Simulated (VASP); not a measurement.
Runs of VASP 6.6.1 on Au. The structure is that of space group Fd-3m (No. 227), or close to it. The cells are those of the table. The cell was generated, and may not be a known phase.

```tsv
task	cell	k mesh	cutoff (eV)	gap on the mesh (eV)	pressure (GPa)	relaxed volume (Å³/atom)
single point	a = 5.494 Å, angles 60.0°, 4 atoms	10 × 10 × 10	520	none	-0.1	-
relaxation of cell and atoms	relaxed from a = 5.495 Å, angles 60.0°, 4 atoms	10 × 10 × 10	600	none	0.0	29.28
single point	a = 4.670 Å, angles 60.0°, 4 atoms	4 × 4 × 4	520	none	120.3	-
single point	a = 5.495 Å, angles 60.0°, 4 atoms	4 × 4 × 4	520	none	0.0	-
relaxation of cell and atoms	relaxed from a = 4.670 Å, angles 60.0°, 4 atoms	4 × 4 × 4	600	none	-0.1	(a)
```

Alike in all rows: level PBE; potentials or basis VASP PAW PBE potentials, release 64 (Au); no spin polarisation; smearing gaussian 0.1 eV.

**Question.** Fill in the values left out.

**Answer.** (a) 29.39.

Caveats: some runs use coarse meshes; spin-orbit coupling is left out, which moves the levels of the heavy elements; the volume moved by over 15 % at a fixed basis, so the end points are rough (at least some runs).

A k mesh can miss the band edges, and the runs leave out spin-orbit coupling on Au.

A gap of «none» marks levels without a gap at the run's occupations.
